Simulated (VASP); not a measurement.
# CuO (C2/c) in VASP: notebook

CuO is run at these levels: BLYP, PBE, RPBE+D4, PBE+D3(BJ); tasks: single point.

All numbers are computed with VASP 6.6.1; they aren't measurements. Logs are shortened: lines on timing, memory, paths and dates and some standing lists are left out, and cuts for length are marked.

### Step 1. The cell of the first run

Symmetry: C2/c, No. 15, monoclinic system. Conventional cell: a = 4.620 Å, b = 3.376 Å, c = 5.059 Å, α = 90.00°, β = 99.54°, γ = 90.00°. Cu (site symmetry -1) has 4 O at 1.92 to 1.93 Å within 2.6 Å. O (site symmetry 2) has 4 Cu at 1.92 to 1.93 Å and 2 O at 2.59 Å within 2.6 Å.

### Step 2. Single point, BLYP

File INCAR:

```
SYSTEM = CuO
PREC = Accurate
ENCUT = 820
EDIFF = 1E-6
ISMEAR = -1
SIGMA = 0.05
LREAL = .FALSE.
LASPH = .TRUE.
NELM = 120
ALGO = Normal
ISIF = 2
LWAVE = .FALSE.
LCHARG = .FALSE.
GGA = B5
ALDAX = 1.0
AGGAX = 1.0
AGGAC = 1.0
ALDAC = 0.0
NBANDS = 33
GGA_COMPAT = .FALSE.
```

File KPOINTS:

```
regular mesh
0
G
  10 10 5
  0 0 0
```

File POSCAR:

```
CuO
1.0
    2.3101994985     -1.6881714891      0.0000000000
    2.3101994985      1.6881714891      0.0000000000
   -0.8385391614      0.0000000000      4.9895114286
Cu O
2 2
Direct
    0.5000000000      0.0000000000      0.5000000000
    0.0000000000      0.5000000000      0.0000000000
    0.4184000000      0.5816000000      0.7500000000
    0.5816000000      0.4184000000      0.2500000000
```

Potentials or basis: VASP PAW PBE potentials, release 64 (Cu_sv_GW, O).

Launch:

```sh
$ cat potpaw_PBE.64/Cu_sv_GW/POTCAR potpaw_PBE.64/O/POTCAR > POTCAR
$ mpirun -np 1 vasp_std > vasp.out
```

OUTCAR:

```text
SYSTEM = CuO
   PREC = Accurate
   ENCUT = 820
   EDIFF = 1E-6
   ISMEAR = -1
   LREAL = .FALSE.
   LASPH = .TRUE.
   NELM = 120
   ISIF = 2
   GGA = B5

 ion  position               nearest neighbor table
   1  0.500  0.000  0.500-   3 1.92   4 1.92   4 1.93   3 1.93
   2  0.000  0.500  0.000-   4 1.92   3 1.92   4 1.93   3 1.93
   3  0.418  0.582  0.750-   2 1.92   1 1.92   2 1.93   1 1.93
   4  0.582  0.418  0.250-   1 1.92   2 1.92   2 1.93   1 1.93

  LATTYP: Found a base centered monoclinic cell.
 ALAT       =     4.6203989970
 B/A-ratio  =     0.7307470589
 C/A-ratio  =     1.0950317057
 COS(beta)  =    -0.1657361228

  Lattice vectors:

 A1 = (   2.3101994985,  -1.6881714891,   0.0000000000)
 A2 = (   2.3101994985,   1.6881714891,   0.0000000000)
 A3 = (  -0.8385391614,   0.0000000000,   4.9895114286)

Analysis of symmetry for initial positions (statically):
=====================================================================
 Subroutine PRICEL returns:
 Original cell was already a primitive cell.

 Routine SETGRP: Setting up the symmetry group for a
 base centered monoclinic supercell.

 Subroutine GETGRP returns: Found  4 space group operations
 (whereof  2 operations were pure point group operations)
 out of a pool of  4 trial point group operations.

The static configuration has the point symmetry S_2 .
 The point group associated with its full space group is C_2h.

Analysis of symmetry for dynamics (positions and initial velocities):
=====================================================================
 Subroutine PRICEL returns:
 Original cell was already a primitive cell.

 Routine SETGRP: Setting up the symmetry group for a
 base centered monoclinic supercell.

 Subroutine GETGRP returns: Found  4 space group operations
 (whereof  2 operations were pure point group operations)
 out of a pool of  4 trial point group operations.

The dynamic configuration has the point symmetry S_2 .
 The point group associated with its full space group is C_2h.

 Subroutine INISYM returns: Found  4 space group operations
 (whereof  2 operations are pure point group operations),
 and found     1 'primitive' translations

----------------------------------------------------------------------------------------

                                     Primitive cell

  volume of cell :      38.9183

  direct lattice vectors                    reciprocal lattice vectors
[... 90 lines left out ...]
   NELM   =    120;   NELMIN=  2; NELMDL= -5     # of ELM steps
   EDIFF  = 0.1E-05   stopping-criterion for ELM
   LREAL  =      F    real-space projection
   EDIFFG = 0.1E-04   stopping-criterion for IOM
   NSW    =      0    number of steps for IOM
   IBRION =     -1    ionic relax: 0-MD 1-quasi-New 2-CG
   NFREE  =      0    steps in history (QN), initial steepest desc. (CG)
   ISIF   =      2    stress and relaxation
   ISYM   =      2    0-nonsym 1-usesym 2-fastsym
   POTIM  = 0.5000    time-step for ionic-motion
   TEBEG  =    0.0;   TEEND  =   0.0 temperature during run
   PSTRESS=    0.0 pullay stress
   NELECT =      50.0000    total number of electrons
   NUPDOWN=      -1.0000    fix difference up-down
   EMIN   =  10.00;   EMAX   =-10.00  energy-range for DOS
   EFERMI =   0.00;   METHOD = LEGACY
   ISMEAR =    -1;   SIGMA  =   0.05  broadening in eV -4-tet -1-fermi 0-gaus
   EFERMI_NEDOS =   21; number of points for ismear=-14 and -15
   IALGO  =     38    algorithm
   IMIX   =      4    mixing-type and parameters
     AMIX     =   0.40;   BMIX     =  1.00
     AMIX_MAG =   1.60;   BMIX_MAG =  1.00
  volume/ion in A,a.u.               =       9.73        65.66
  Fermi-wavevector in a.u.,A,eV,Ry     =   1.779700  3.363145 43.094171  3.167332
  Thomas-Fermi vector in A             =   2.844640
   LORBIT       =      0    0 simple, 1 ext, 2 COOP (PROOUT), +10 PAW based schemes
   GGA     = B5    functional components
   LHFCALC =     F    Hartree Fock is set to
   AEXX    =    0.0000 exact exchange contribution
   IVDW    =     0    specifies the selected vdW correction
   LEPSILON=     F    determine dielectric tensor
   LRPA    =     F    only Hartree local field effects (RPA)
 non-spin polarized calculation
  energy-cutoff  :      820.00
  volume of cell :       38.92
 maximum number of plane-waves:      2091
   NGX = 13   NGY = 13   NGZ = 23

 number of electron      50.0000011 magnetization

 Free energy of the ion-electron system (eV)
  ---------------------------------------------------
  ext. energy  EPLUGINS =         0.00000000
  ---------------------------------------------------
  free energy    TOTEN  =       -17.88568720 eV

  energy without entropy =      -17.86698735  energy(sigma->0) =      -17.87633728

 E-fermi :   6.6610     XC(G=0): -12.0148

 val. band max:        6.6536064072   @ k =  -0.4000   0.2000   0.4000
 cond. band min:       6.6698569940   @ k =   0.5000   0.0000   0.0000
 fundamental gap:      0.0162505868
 Fermi energy:         6.6609541135

 k-point     1 :       0.0000    0.0000    0.0000
  band No.  band energies     occupation
      1    -105.6167      2.00000
      2    -105.6159      2.00000
      3     -63.4314      2.00000
      4     -63.4312      2.00000
      5     -63.4033      2.00000
      6     -63.3924      2.00000
[... 853 lines left out ...]
     32      20.4656      0.00000
     33      21.5591      0.00000

 [... further k-points ...]

------------------------ aborting loop because EDIFF is reached ----------------------------------------

  FORCE on cell =-STRESS in cart. coord.  units (eV):
  Direction    XX          YY          ZZ          XY          YZ          ZX
  --------------------------------------------------------------------------------------
  -------------------------------------------------------------------------------------
  Total        5.1576485      4.8064960      5.4252382      0.0000000      0.0000000     -0.5999640
  in kB      212.3284861    197.8723447    223.3445360      0.0000000      0.0000000    -24.6991336
  external PRESSURE =     211.1817889 kB  Pullay stress =       0.0000000 kB

 VOLUME and BASIS-vectors are now :
 -----------------------------------------------------------------------------
  energy-cutoff  :      820.00
  volume of cell :       38.92
      direct lattice vectors                 reciprocal lattice vectors
     2.310199498 -1.688171489  0.000000000     0.216431525 -0.296178441  0.036373563
     2.310199498  1.688171489  0.000000000     0.216431525  0.296178441  0.036373563
    -0.838539161  0.000000000  4.989511429     0.000000000  0.000000000  0.200420425

 POSITION                                       TOTAL-FORCE (eV/Angst)
 -----------------------------------------------------------------------------------
      0.73583     -0.84409      2.49476         0.000000     -0.000000      0.000000
      1.15510      0.84409      0.00000         0.000000      0.000000      0.000000
      1.68130      0.27551      3.74213        -0.000000     -0.052799      0.000000
      2.10056     -0.27551      1.24738         0.000000      0.052799      0.000000
 -----------------------------------------------------------------------------------
    total drift:                                0.000000      0.000000      0.000000

  FREE ENERGIE OF THE ION-ELECTRON SYSTEM (eV)
  ---------------------------------------------------
  free  energy   TOTEN  =       -17.8856871966 eV

  energy  without entropy=      -17.8669873547  energy(sigma->0) =      -17.87633728
```

stdout:

```text
POSCAR found type information on POSCAR CuO
 POSCAR found :  2 types and       4 ions
 scaLAPACK will be used
 -----------------------------------------------------------------------------
|                                                                             |
|                                                                             |
|     You enforced a specific xc type in the INCAR file but a different       |
|     I HOPE YOU KNOW WHAT YOU ARE DOING!                                     |
|                                                                             |
 -----------------------------------------------------------------------------

 LDA part: xc-table for (Slater(with rela. corr.)+VWN5), standard interpolation
 POSCAR, INCAR and KPOINTS ok, starting setup
 FFT: planning ... GRIDC
 FFT: planning ... GRID_SOFT
 FFT: planning ... GRID
 WAVECAR not read
 entering main loop
```

Wall time 5.7 min (1 thread of Intel Xeon Platinum 8259CL at 2.50GHz (Skylake/Cascade Lake), shared host); peak memory 0.44 GiB.

What came out:

```yaml
Free_energy: -17.8857 eV
Pressure: 21.1 GPa
Largest_force: 0.053 eV/Å
Band_gap_on_the_k_mesh: zero (bands 25 and 26 overlap by 0.59 eV)
```

Forces in eV/Å, atoms in the order of the input:
```
Cu   0.000  0.000  0.000
Cu   0.000  0.000  0.000
O    0.000 -0.053  0.000
O    0.000  0.053  0.000
```

Caveat: the cell stands under pressure; the PAW data sets were made with another functional, which shifts forces and pressure a little; semilocal functionals often make such compounds metallic where correlation or magnetic order opens a gap, which also shifts bond lengths. With open d or f shells a metallic result of BLYP can be an artefact of self-interaction; +U or a hybrid may open a gap.

### Step 3. Single point, PBE

This run uses another cell than the first one, of 10.13 Å³/atom.

File INCAR:

```
SYSTEM = CuO
PREC = Accurate
ENCUT = 820
EDIFF = 1E-6
ISMEAR = 0
SIGMA = 0.024
LREAL = .FALSE.
LASPH = .TRUE.
NELM = 120
ALGO = Normal
ISIF = 2
LWAVE = .FALSE.
LCHARG = .FALSE.
GGA = PE
NBANDS = 33
GGA_COMPAT = .FALSE.
```

File KPOINTS:

```
Automatic mesh
0
G
  10 10 5
  0 0 0
```

File POSCAR:

```
CuO
1.0
    2.3418500000     -1.7113000000      0.0000000000
    2.3418500000      1.7113000000      0.0000000000
   -0.8500274268      0.0000000000      5.0578693947
Cu O
2 2
Direct
    0.5000000000      0.0000000000      0.5000000000
    0.0000000000      0.5000000000      0.0000000000
    0.4184000000      0.5816000000      0.7500000000
    0.5816000000      0.4184000000      0.2500000000
```

Potentials or basis: VASP PAW PBE potentials, release 64 (Cu_sv_GW, O).

Launch:

```sh
$ cat potpaw_PBE.64/Cu_sv_GW/POTCAR potpaw_PBE.64/O/POTCAR > POTCAR
$ mpirun -np 1 vasp_std > vasp.out
```

Wall time 8.6 min (1 thread of AMD EPYC 7R43 (Zen 3), shared host); peak memory 0.42 GiB.

It converged, with:

* Free energy: -19.6892 eV
* Pressure: 4.8 GPa
* Largest force: 0.254 eV/Å
* Band gap on the k mesh: zero (bands 25 and 26 overlap by 0.60 eV)

Forces in eV/Å, atoms in the order of the input:
```
Cu   0.000  0.000  0.000
Cu   0.000  0.000  0.000
O    0.000 -0.254  0.000
O    0.000  0.254  0.000
```

Stress tensor (GPa, compression positive):
```
 4.61  0.00 -1.26
 0.00  5.98  0.00
-1.26  0.00  3.87
```

Levels at points of the mesh, in eV from the Fermi level:
```tsv
k point	band 22	band 23	band 24	band 25	band 26	band 27	band 28	band 29
(0.00, 0.00, 0.00)	-2.22	-2.16	-1.66	0.21	0.95	1.69	5.99	8.12
(0.50, 0.00, 0.00)	-1.60	-1.52	-1.41	0.01	0.26	4.82	6.26	6.92
(0.50, 0.50, 0.00)	-2.12	-1.65	-1.22	-0.66	1.07	3.30	7.05	8.46
```

Caveat: the cell stands under pressure; semilocal functionals often make such compounds metallic where correlation or magnetic order opens a gap, which also shifts bond lengths. With open d or f shells a metallic result of PBE can be an artefact of self-interaction; +U or a hybrid may open a gap.

### Step 4. Single point, RPBE+D4

This run uses another cell than the first one, of 9.93 Å³/atom.

File INCAR:

```
PREC     = Accurate       # precision mode
ENCUT    = 820            # plane-wave cutoff, eV
EDIFF    = 1E-6           # SCF threshold, eV
ISMEAR   = -1             # smearing method
SIGMA    = 0.05           # smearing width, eV
LREAL    = False          # projectors in reciprocal space
LASPH    = True           # aspherical terms in the spheres
NELM     = 120            # most SCF steps
ALGO     = Normal         # electronic algorithm
ISIF     = 2              # what is computed and relaxed
LWAVE    = False          # write WAVECAR
LCHARG   = True           # write CHGCAR
GGA      = RP             # functional
IVDW     = 13             # dispersion correction
LELF     = True           # ELF
LVHAR    = True         
NBANDS   = 33             # bands
GGA_COMPAT= False
```

File KPOINTS:

```
regular mesh
0
Gamma
  10 10 5
```

File POSCAR:

```
CuO
1.0
    2.3261324123     -1.6998144190      0.0000000000
    2.3261324123      1.6998144190      0.0000000000
   -0.8443223728      0.0000000000      5.0239229397
Cu O
2 2
Direct
    0.5000000000      0.0000000000      0.5000000000
    0.0000000000      0.5000000000      0.0000000000
    0.4184000000      0.5816000000      0.7500000000
    0.5816000000      0.4184000000      0.2500000000
```

Launch:

```sh
$ cat potpaw_PBE.64/Cu_sv_GW/POTCAR potpaw_PBE.64/O/POTCAR > POTCAR
$ mpirun -np 1 vasp_std > vasp.out
```

It took 5.1 min on 1 thread of Intel Xeon Platinum 8559C (Emerald Rapids), shared host; peak memory 0.45 GiB.

Results (log left out):

* Free energy: -20.6277 eV
* Pressure: 4.6 GPa
* Largest force: 0.116 eV/Å
* Band gap on the k mesh: zero (bands 25 and 26 overlap by 0.59 eV)
* Dispersion energy per atom: -0.699 eV

Forces in eV/Å, atoms in the order of the input:
```
Cu   0.000  0.000  0.000
Cu   0.000  0.000  0.000
O    0.000 -0.116  0.000
O    0.000  0.116  0.000
```

Stress tensor (GPa, compression positive):
```
 4.88  0.00 -2.23
 0.00  3.79  0.00
-2.23  0.00  5.23
```

Levels at points of the mesh, in eV from the Fermi level:
```
           k point  band 22  band 23  band 24  band 25  band 26  band 27  band 28  band 29
(0.00, 0.00, 0.00)    -2.29    -2.23    -1.71     0.20     0.96     1.78     6.06     8.30
(0.50, 0.00, 0.00)    -1.67    -1.58    -1.46     0.01     0.25     4.88     6.41     7.06
(0.50, 0.50, 0.00)    -2.19    -1.67    -1.26    -0.69     1.09     3.29     7.21     8.55
```

Caveat: the cell stands under pressure; the PAW data sets were made with another functional, which shifts forces and pressure a little; semilocal functionals often make such compounds metallic where correlation or magnetic order opens a gap, which also shifts bond lengths. With open d or f shells a metallic result of RPBE can be an artefact of self-interaction; +U or a hybrid may open a gap.

### Step 5. Single point, PBE+D3(BJ)

This run uses another cell than the first one, of 10.54 Å³/atom.

File INCAR:

```
SYSTEM = CuO
  PREC = Accurate
  ENCUT = 820
  EDIFF = 1E-6
  ISMEAR = -1
  SIGMA = 0.05
  LREAL = .False.
  LASPH = .True.
  NELM = 120
  ALGO = Normal
  ISIF = 2
  LWAVE = .False.
  LCHARG = .True.
  GGA = PE
  IVDW = 12
  LELF = .True.
  LVHAR = .True.
  NBANDS = 33
  GGA_COMPAT = .False.
```

File KPOINTS:

```
regular mesh
0
Gamma
  10 10 5
  0 0 0
```

File POSCAR:

```
CuO
1.0
    2.3726673498     -1.7338196878      0.0000000000
    2.3726673498      1.7338196878      0.0000000000
   -0.8612132810      0.0000000000      5.1244279405
Cu O
2 2
Direct
    0.5000000000      0.0000000000      0.5000000000
    0.0000000000      0.5000000000      0.0000000000
    0.4184000000      0.5816000000      0.7500000000
    0.5816000000      0.4184000000      0.2500000000
```

Launch:

```sh
$ cat potpaw_PBE.64/Cu_sv_GW/POTCAR potpaw_PBE.64/O/POTCAR > POTCAR
$ mpirun -np 1 vasp_std > vasp.out
```

Wall time 4.8 min (1 thread of Intel Xeon Platinum 8488C (Sapphire Rapids), shared host); peak memory 0.47 GiB.

The run converged. Its results:

* Free energy: -20.8093 eV
* Pressure: -6.1 GPa
* Largest force: 0.371 eV/Å
* Band gap on the k mesh: zero (bands 25 and 26 overlap by 0.59 eV)
* Dispersion energy per atom: -0.272 eV

Forces on the atoms (eV/Å):
```
Cu   0.000  0.000  0.000
Cu   0.000  0.000  0.000
O    0.000 -0.371  0.000
O    0.000  0.371  0.000
```

Stress tensor (GPa, compression positive):
```
-6.74  0.00 -0.26
 0.00 -3.45  0.00
-0.26  0.00 -8.14
```

Levels at points of the mesh, in eV from the Fermi level:
```tsv
k point	band 21	band 22	band 23	band 24	band 25	band 26	band 27	band 28	band 29	band 30
(0.00, 0.00, 0.00)	-2.26	-2.11	-2.05	-1.58	0.20	0.90	1.55	5.95	7.88	13.15
(0.50, 0.00, 0.00)	-1.95	-1.52	-1.44	-1.35	0.00	0.26	4.83	6.10	6.73	10.86
(0.50, 0.50, 0.00)	-2.03	-2.02	-1.62	-1.16	-0.63	1.02	3.40	6.89	8.39	9.67
```

Caveat: the cell stands under tension; semilocal functionals often make such compounds metallic where correlation or magnetic order opens a gap, which also shifts bond lengths. With open d or f shells a metallic result of PBE can be an artefact of self-interaction; +U or a hybrid may open a gap.

### Step 6. Summary

| level | cell | smearing | gap on the mesh (eV) | pressure (GPa) | largest force (eV/Å) |
| --- | --- | --- | --- | --- | --- |
| BLYP | a = 2.861, b = 2.861, c = 5.059 Å, angles 97.7, 97.7, 72.3°, 4 atoms | fermi-dirac 0.05 eV | none | 21.1 | 0.05 |
| PBE | a = 2.900, b = 2.900, c = 5.129 Å, angles 97.7, 97.7, 72.3°, 4 atoms | gaussian 0.024 eV | none | 4.8 | 0.25 |
| RPBE+D4 | a = 2.881, b = 2.881, c = 5.094 Å, angles 97.7, 97.7, 72.3°, 4 atoms | fermi-dirac 0.05 eV | none | 4.6 | 0.12 |
| PBE+D3(BJ) | a = 2.939, b = 2.939, c = 5.196 Å, angles 97.7, 97.7, 72.3°, 4 atoms | fermi-dirac 0.05 eV | none | -6.1 | 0.37 |

Alike in all rows: task single point; potentials or basis VASP PAW PBE potentials, release 64 (Cu_sv_GW, O); no spin polarisation; k mesh 10 × 10 × 5; cutoff (eV) 820.

Caveats: semilocal functionals often make such compounds metallic where correlation or magnetic order opens a gap, which also shifts bond lengths; the cell stands under pressure (at least some runs); the PAW data sets were made with another functional, which shifts forces and pressure a little (at least some runs); the cell stands under tension (at least some runs).

Total energies depend on the potentials used, so only differences within one code and one set of settings carry meaning.
